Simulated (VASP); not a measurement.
A run of VASP 6.6.1 is set up as follows.

POSCAR

```
ScZn
1.0
    3.2630816283      0.0000000000      0.0000000000
    0.0000000000      3.2630816283      0.0000000000
    0.0000000000      0.0000000000      3.2630816283
Sc Zn
1 1
Direct
    0.0000000000      0.0000000000      0.0000000000
    0.5000000000      0.5000000000      0.5000000000
```

Contents of INCAR.step1:

```
PREC = Accurate
ENCUT = 520
ISMEAR = 0
SIGMA = 0.1
LREAL = False
LASPH = True
NELM = 80
NBANDS = 18
GGA = PE
ALGO = Normal
EDIFF = 1E-4
LWAVE = True
LCHARG = False
```

File INCAR.step2:

```
PREC = Accurate
ENCUT = 520
EDIFF = 1E-7
ISMEAR = 0
SIGMA = 0.1
LREAL = False
LASPH = True
NELM = 80
ALGO = Normal
ISIF = 2
LWAVE = False
LCHARG = True
METAGGA = R2SCAN
LMIXTAU = True
LELF = True
LVHAR = True
NBANDS = 18
ISTART = 1
```

File KPOINTS:

```
Automatic mesh
0
Gamma
  12 12 12
```

Potentials or basis: VASP PAW PBE potentials, release 64 (Sc_sv, Zn).

Run with:

```sh
$ cat potpaw_PBE.64/Sc_sv/POTCAR potpaw_PBE.64/Zn/POTCAR > POTCAR
$ cp INCAR.step1 INCAR
$ mpirun -np 1 vasp_std > vasp.out
$ cp INCAR.step2 INCAR
$ mpirun -np 1 vasp_std > vasp.out
```

Task: What does it give for the pressure?

Result: 6.3 GPa.

Caveat: the PAW data sets were made with another functional, which shifts forces and pressure a little.
